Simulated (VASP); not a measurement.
# Li (Pm-3m) in VASP: further runs

The runs below take Li through single point, with PBEsol.

Everything below comes from runs of VASP 6.6.1. Logs are shortened: lines on timing, memory, paths and dates and some standing lists are left out, and cuts for length are marked.

**1. The cell of the first run**

It takes space group Pm-3m (No. 221, cubic). The conventional cell has a = 2.618 Å, b = 2.618 Å, c = 2.618 Å, α = 90.00°, β = 90.00°, γ = 90.00°. Within 3.5 Å of Li (site symmetry m-3m) lie 6 Li at 2.62 Å.

This isn't the form of Li at room conditions, which is bcc.

**2. Single point, PBEsol**

INCAR

```
SYSTEM = Li
PREC = Accurate
ENCUT = 520
EDIFF = 1E-6
ISMEAR = -1
SIGMA = 0.05
LREAL = .False.
LASPH = .True.
NELM = 100
ALGO = Normal
ISIF = 2
LWAVE = .False.
LCHARG = .False.
GGA = PS
NBANDS = 8
```

KPOINTS

```
Automatic mesh
0
Gamma
  14 14 14
  0 0 0
```

POSCAR

```
Li
1.0
    2.6176233209      0.0000000000      0.0000000000
    0.0000000000      2.6176233209      0.0000000000
    0.0000000000      0.0000000000      2.6176233209
Li
1
Direct
    0.0000000000      0.0000000000      0.0000000000
```

Potentials or basis: VASP PAW PBE potentials, release 64 (Li_sv).

Command:

```sh
cat potpaw_PBE.64/Li_sv/POTCAR > POTCAR
mpirun -np 1 vasp_std > vasp.out
```

OUTCAR:

```text
SYSTEM = Li
   PREC = Accurate
   ENCUT = 520
   EDIFF = 1E-6
   ISMEAR = -1
   LREAL = .False.
   LASPH = .True.
   NELM = 100
   ISIF = 2
   GGA = PS

 ion  position               nearest neighbor table
   1  0.000  0.000  0.000-

  LATTYP: Found a simple cubic cell.
 ALAT       =     2.6176233209

  Lattice vectors:

 A1 = (   2.6176233209,   0.0000000000,   0.0000000000)
 A2 = (   0.0000000000,   2.6176233209,   0.0000000000)
 A3 = (   0.0000000000,   0.0000000000,   2.6176233209)

Analysis of symmetry for initial positions (statically):
=====================================================================
 Subroutine PRICEL returns:
 Original cell was already a primitive cell.

 Routine SETGRP: Setting up the symmetry group for a
 simple cubic supercell.

 Subroutine GETGRP returns: Found 48 space group operations
 (whereof 48 operations were pure point group operations)
 out of a pool of 48 trial point group operations.

The static configuration has the point symmetry O_h .

Analysis of symmetry for dynamics (positions and initial velocities):
=====================================================================
 Subroutine PRICEL returns:
 Original cell was already a primitive cell.

 Routine SETGRP: Setting up the symmetry group for a
 simple cubic supercell.

 Subroutine GETGRP returns: Found 48 space group operations
 (whereof 48 operations were pure point group operations)
 out of a pool of 48 trial point group operations.

The dynamic configuration has the point symmetry O_h .

 Subroutine INISYM returns: Found 48 space group operations
 (whereof 48 operations are pure point group operations),
 and found     1 'primitive' translations

----------------------------------------------------------------------------------------

                                     Primitive cell

  volume of cell :      17.9358

  direct lattice vectors                    reciprocal lattice vectors
     2.617623321  0.000000000  0.000000000     0.382025936  0.000000000  0.000000000
     0.000000000  2.617623321  0.000000000     0.000000000  0.382025936  0.000000000
     0.000000000  0.000000000  2.617623321     0.000000000  0.000000000  0.382025936

  length of vectors
     2.617623321  2.617623321  2.617623321     0.382025936  0.382025936  0.382025936

  position of ions in fractional coordinates (direct lattice)
     0.000000000  0.000000000  0.000000000

  ion indices of the primitive-cell ions
   primitive index   ion index
                 1           1

----------------------------------------------------------------------------------------

 KPOINTS: Automatic mesh

Automatic generation of k-mesh.
 Grid dimensions read from file:
 generate k-points for:   14   14   14

 Generating k-lattice:

  Cartesian coordinates                     Fractional coordinates (reciprocal lattice)
     0.027287567  0.000000000  0.000000000     0.071428571  0.000000000  0.000000000
     0.000000000  0.027287567  0.000000000     0.000000000  0.071428571  0.000000000
     0.000000000  0.000000000  0.027287567     0.000000000  0.000000000  0.071428571

  Length of vectors
     0.027287567  0.027287567  0.027287567

  Shift w.r.t. Gamma in fractional coordinates (k-lattice)
     0.000000000  0.000000000  0.000000000

 Subroutine IBZKPT returns following result:
 ===========================================

 Found    120 irreducible k-points:

 Following reciprocal coordinates:
            Coordinates               Weight
  0.000000  0.000000  0.000000      1.000000
  0.071429  0.000000  0.000000      6.000000
  0.142857  0.000000  0.000000      6.000000
  0.214286  0.000000  0.000000      6.000000
  0.285714  0.000000  0.000000      6.000000
  0.357143  0.000000  0.000000      6.000000
[... 16 lines left out ...]
  0.285714  0.214286  0.000000     24.000000
  0.357143  0.214286  0.000000     24.000000
 [... further k-points ...]
   k-points           NKPTS =    120   k-points in BZ     NKDIM =    120   number of bands    NBANDS=      8
   number of dos      NEDOS =    301   number of ions     NIONS =      1
   total plane-waves  NPLWV =   8000
   dimension x,y,z NGX =    20 NGY =   20 NGZ =   20
   dimension x,y,z NGXF=    40 NGYF=   40 NGZF=   40
   ions per type =               1
   NGX,Y,Z   is equivalent  to a cutoff of  12.70, 12.70, 12.70 a.u.
   NGXF,Y,Z  is equivalent  to a cutoff of  25.40, 25.40, 25.40 a.u.
 SYSTEM =  Li
   PREC   = accura    normal or accurate (medium, high low for compatibility)
   ISTART =      0    job   : 0-new  1-cont  2-samecut
   ICHARG =      2    charge: 1-file 2-atom 10-const
   ISPIN  =      1    spin polarized calculation?
   LNONCOLLINEAR =      F non collinear calculations
   LSORBIT =      F    spin-orbit coupling
   LASPH  =      T    aspherical Exc in radial PAW
   ENCUT  =  520.0 eV  38.22 Ry    6.18 a.u.   4.87  4.87  4.87*2*pi/ulx,y,z
   NELM   =    100;   NELMIN=  2; NELMDL= -5     # of ELM steps
   EDIFF  = 0.1E-05   stopping-criterion for ELM
   LREAL  =      F    real-space projection
   EDIFFG = 0.1E-04   stopping-criterion for IOM
   NSW    =      0    number of steps for IOM
   IBRION =     -1    ionic relax: 0-MD 1-quasi-New 2-CG
   NFREE  =      0    steps in history (QN), initial steepest desc. (CG)
   ISIF   =      2    stress and relaxation
   ISYM   =      2    0-nonsym 1-usesym 2-fastsym
   POTIM  = 0.5000    time-step for ionic-motion
   TEBEG  =    0.0;   TEEND  =   0.0 temperature during run
   PSTRESS=    0.0 pullay stress
   NELECT =       3.0000    total number of electrons
   NUPDOWN=      -1.0000    fix difference up-down
   EMIN   =  10.00;   EMAX   =-10.00  energy-range for DOS
   EFERMI =   0.00;   METHOD = LEGACY
   ISMEAR =    -1;   SIGMA  =   0.05  broadening in eV -4-tet -1-fermi 0-gaus
   EFERMI_NEDOS =   21; number of points for ismear=-14 and -15
   IALGO  =     38    algorithm
   IMIX   =      4    mixing-type and parameters
     AMIX     =   0.40;   BMIX     =  1.00
     AMIX_MAG =   1.60;   BMIX_MAG =  1.00
  volume/ion in A,a.u.               =      17.94       121.04
  Fermi-wavevector in a.u.,A,eV,Ry     =   0.902003  1.704539 11.069834  0.813610
  Thomas-Fermi vector in A             =   2.025153
   LORBIT       =      0    0 simple, 1 ext, 2 COOP (PROOUT), +10 PAW based schemes
   GGA     = PS    functional components
   LHFCALC =     F    Hartree Fock is set to
   AEXX    =    0.0000 exact exchange contribution
   IVDW    =     0    specifies the selected vdW correction
   LEPSILON=     F    determine dielectric tensor
   LRPA    =     F    only Hartree local field effects (RPA)
 non-spin polarized calculation
  energy-cutoff  :      520.00
  volume of cell :       17.94
 maximum number of plane-waves:       500
 NGX is ok and might be reduce to    20
   NGX =  9   NGY =  9   NGZ =  9

 number of electron       2.9999991 magnetization

 Free energy of the ion-electron system (eV)
  ---------------------------------------------------
  ext. energy  EPLUGINS =         0.00000000
  ---------------------------------------------------
  free energy    TOTEN  =        -1.83496681 eV

  energy without entropy =       -1.83236621  energy(sigma->0) =       -1.83366651

 E-fermi :   0.9149     XC(G=0):  -7.3221

 val. band max:        0.8362770223   @ k =   0.3571   0.2143   0.2143
 cond. band min:       0.9801112855   @ k =   0.5000   0.1429   0.1429
 fundamental gap:      0.1438342633
 Fermi energy:         0.9149318972

 k-point     1 :       0.0000    0.0000    0.0000
  band No.  band energies     occupation
      1     -45.0511      2.00000
      2      -2.6827      2.00000
      3      14.0016      0.00000
      4      14.0016      0.00000
      5      14.0016      0.00000
      6      16.4879      0.00000
      7      16.4879      0.00000
      8      23.5903      0.00000

 k-point     2 :       0.0714    0.0000    0.0000
  band No.  band energies     occupation
      1     -45.0494      2.00000
      2      -2.6038      2.00000
      3      12.5124      0.00000
      4      14.1001      0.00000
      5      14.1001      0.00000
      6      16.5977      0.00000
      7      18.1090      0.00000
      8      23.5124      0.00000

 k-point     3 :       0.1429    0.0000    0.0000
  band No.  band energies     occupation
      1     -45.0446      2.00000
      2      -2.3684      2.00000
      3      10.3961      0.00000
      4      14.3927      0.00000
      5      14.3927      0.00000
      6      16.9265      0.00000
      7      20.4468      0.00000
      8      23.4638      0.00000

 k-point     4 :       0.2143    0.0000    0.0000
  band No.  band energies     occupation
      1     -45.0377      2.00000
      2      -1.9813      2.00000
      3       8.4014      0.00000
      4      14.8691      0.00000
      5      14.8691      0.00000
      6      17.4723      0.00000
      7      21.6326      0.00000
      8      24.5690      0.00000

 k-point     5 :       0.2857    0.0000    0.0000
  band No.  band energies     occupation
      1     -45.0298      2.00000
      2      -1.4557      2.00000
      3       6.6124      0.00000
      4      15.5049      0.00000
      5      15.5049      0.00000
      6      18.2294      0.00000
      7      21.4527      0.00000
      8      26.1780      0.00000

 k-point     6 :       0.3571    0.0000    0.0000
  band No.  band energies     occupation
      1     -45.0228      2.00000
      2      -0.8263      2.00000
      3       5.0774      0.00000
      4      16.2413      0.00000
      5      16.2413      0.00000
      6      19.1817      0.00000
      7      21.0783      0.00000
      8      24.3877      0.00000

 k-point     7 :       0.4286    0.0000    0.0000
  band No.  band energies     occupation
      1     -45.0180      2.00000
      2      -0.1982      2.00000
      3       3.9053      0.00000
      4      16.9290      0.00000
      5      16.9290      0.00000
      6      20.2609      0.00000
      7      20.8010      0.00000
      8      23.0618      0.00000

 k-point     8 :       0.5000    0.0000    0.0000
  band No.  band energies     occupation
      1     -45.0162      2.00000
      2       0.1153      2.00000
      3       3.4107      0.00000
      4      17.2430      0.00000
      5      17.2430      0.00000
      6      20.7018      0.00000
      7      20.9746      0.00000
      8      22.5344      0.00000

 k-point     9 :       0.0714    0.0714    0.0000
  band No.  band energies     occupation
      1     -45.0477      2.00000
      2      -2.5243      2.00000
      3      12.1450      0.00000
      4      13.1855      0.00000
      5      14.1985      0.00000
      6      17.5723      0.00000
      7      18.7615      0.00000
      8      23.4031      0.00000

 k-point    10 :       0.1429    0.0714    0.0000
  band No.  band energies     occupation
      1     -45.0429      2.00000
      2      -2.2873      2.00000
      3      10.3569      0.00000
      4      13.2076      0.00000
      5      14.4908      0.00000
      6      18.1295      0.00000
      7      20.8220      0.00000
      8      23.2479      0.00000
[... 78 lines left out ...]
 k-point    18 :       0.2857    0.1429    0.0000
  band No.  band energies     occupation
      1     -45.0236      2.00000
      2      -1.1076      2.00000
      3       6.7349      0.00000
      4      12.5286      0.00000
      5      15.8866      0.00000
      6      19.5411      0.00000
      7      21.3108      0.00000
      8      25.3507      0.00000

 k-point    19 :       0.3571    0.1429    0.0000
  band No.  band energies     occupation
      1     -45.0166      2.00000
      2      -0.4552      2.00000
      3       5.2466      0.00000
      4      13.3038      0.00000
      5      16.6155      0.00000
      6      18.3415      0.00000
      7      21.7293      0.00000
      8      24.6723      0.00000

 k-point    20 :       0.4286    0.1429    0.0000
  band No.  band energies     occupation
      1     -45.0118      2.00000
      2       0.2070      2.00000
      3       4.0727      0.00000
      4      14.2104      0.00000
      5      17.0845      0.00000
      6      17.2926      0.00000
      7      22.1728      0.00000
      8      23.4919      0.00000

 k-point    21 :       0.5000    0.1429    0.0000
  band No.  band energies     occupation
      1     -45.0101      2.00000
      2       0.5479      1.99870
      3       3.5601      0.00000
      4      14.8370      0.00000
      5      16.3326      0.00000
      6      17.5997      0.00000
      7      22.3483      0.00000
      8      22.9746      0.00000

 k-point    22 :       0.2143    0.2143    0.0000
  band No.  band energies     occupation
      1     -45.0244      2.00000
      2      -1.2380      2.00000
      3       7.8852      0.00000
      4      11.0145      0.00000
      5      15.7253      0.00000
      6      19.3195      0.00000
      7      21.8624      0.00000
      8      26.0679      0.00000

 k-point    23 :       0.2857    0.2143    0.0000
  band No.  band energies     occupation
      1     -45.0169      2.00000
      2      -0.6784      2.00000
      3       6.7336      0.00000
      4      11.0340      0.00000
      5      16.3496      0.00000
      6      17.8650      0.00000
      7      22.2453      0.00000
      8      26.9087      0.00000

 k-point    24 :       0.3571    0.2143    0.0000
  band No.  band energies     occupation
      1     -45.0101      2.00000
      2       0.0013      2.00000
      3       5.4039      0.00000
      4      11.6191      0.00000
      5      16.3370      0.00000
      6      17.0676      0.00000
      7      22.5809      0.00000
      8      25.2830      0.00000

 [... further k-points ...]

------------------------ aborting loop because EDIFF is reached ----------------------------------------

  FORCE on cell =-STRESS in cart. coord.  units (eV):
  Direction    XX          YY          ZZ          XY          YZ          ZX
  --------------------------------------------------------------------------------------
  -------------------------------------------------------------------------------------
  Total        0.2019850      0.2019850      0.2019850      0.0000000      0.0000000     -0.0000000
  in kB       18.0429781     18.0429781     18.0429781      0.0000000      0.0000000     -0.0000000
  external PRESSURE =      18.0429781 kB  Pullay stress =       0.0000000 kB

 VOLUME and BASIS-vectors are now :
 -----------------------------------------------------------------------------
  energy-cutoff  :      520.00
  volume of cell :       17.94
      direct lattice vectors                 reciprocal lattice vectors
     2.617623321  0.000000000  0.000000000     0.382025936  0.000000000  0.000000000
     0.000000000  2.617623321  0.000000000     0.000000000  0.382025936  0.000000000
     0.000000000  0.000000000  2.617623321     0.000000000  0.000000000  0.382025936

 POSITION                                       TOTAL-FORCE (eV/Angst)
 -----------------------------------------------------------------------------------
      0.00000      0.00000      0.00000         0.000000      0.000000      0.000000
 -----------------------------------------------------------------------------------
    total drift:                                0.000000      0.000000      0.000000

  FREE ENERGIE OF THE ION-ELECTRON SYSTEM (eV)
  ---------------------------------------------------
  free  energy   TOTEN  =        -1.8349668081 eV

  energy  without entropy=       -1.8323662078  energy(sigma->0) =       -1.83366651
```

Run time: 13 s. Hardware: 1 thread of Intel Xeon 8259CL, shared host; peak memory 0.13 GiB.

What came out:

| Property | Result |
| --- | --- |
| Free energy | -1.8350 eV |
| Band gap on the k mesh | zero (an odd number of electrons rules out a gap without spin polarisation) |

Levels at points of the mesh, in eV from the Fermi level:
```
           k point  band 1  band 2  band 3  band 4  band 5
(0.00, 0.00, 0.00)  -45.97   -3.60   13.09   13.09   13.09
(0.50, 0.00, 0.00)  -45.93   -0.80    2.50   16.33   16.33
(0.50, 0.50, 0.00)  -45.90    3.46    3.46    6.11    9.52
(0.50, 0.50, 0.50)  -45.87    7.33    7.33    7.33   10.96
```

Caveat: the cutoff is under 1.25 times the usual one of these potentials, so pressure, stress and relaxed cells hold a basis-set (Pulay) error; the PAW data sets were made with another functional, which shifts forces and pressure a little.

**3. Single point, PBEsol**

INCAR

```
ALGO     = Normal         # electronic algorithm
EDIFF    = 1E-7           # SCF threshold, eV
ENCUT    = 520            # plane-wave cutoff, eV
GGA      = PS             # functional
ISIF     = 2              # what is computed and relaxed
ISMEAR   = -1             # smearing method
LASPH    = T              # aspherical terms in the spheres
LCHARG   = T              # write CHGCAR
LELF     = T              # ELF
LREAL    = F              # projectors in reciprocal space
LVHAR    = T            
LWAVE    = F              # write WAVECAR
NBANDS   = 8              # bands
NELM     = 100            # most SCF steps
PREC     = Accurate       # precision mode
SIGMA    = 0.05           # smearing width, eV
```

KPOINTS

```
k-points
0
Gamma
  14 14 14
```

POSCAR is that of step 2.

Potentials or basis: VASP PAW PBE potentials, release 64 (Li_sv).

Command:

```sh
cat potpaw_PBE.64/Li_sv/POTCAR > POTCAR
mpirun -np 1 vasp_std > vasp.out
```

Wall time 16 s (1 thread of Intel Xeon 8259CL, shared host); peak memory 0.13 GiB.

The run converged. Its results:

```
Free energy            : -1.8350 eV
Band gap on the k mesh : zero (an odd number of electrons rules out a gap without spin polarisation)
```

Levels at points of the mesh, in eV from the Fermi level:
```
           k point  band 1  band 2  band 3  band 4  band 5
(0.00, 0.00, 0.00)  -45.97   -3.60   13.09   13.09   13.09
(0.50, 0.00, 0.00)  -45.93   -0.80    2.50   16.33   16.33
(0.50, 0.50, 0.00)  -45.90    3.46    3.46    6.11    9.52
(0.50, 0.50, 0.50)  -45.87    7.33    7.33    7.33   10.96
```

Caveat: the cutoff is under 1.25 times the usual one of these potentials, so pressure, stress and relaxed cells hold a basis-set (Pulay) error; the PAW data sets were made with another functional, which shifts forces and pressure a little.

The gap in the log of VASP goes by the Fermi energy; the results here count the filled bands.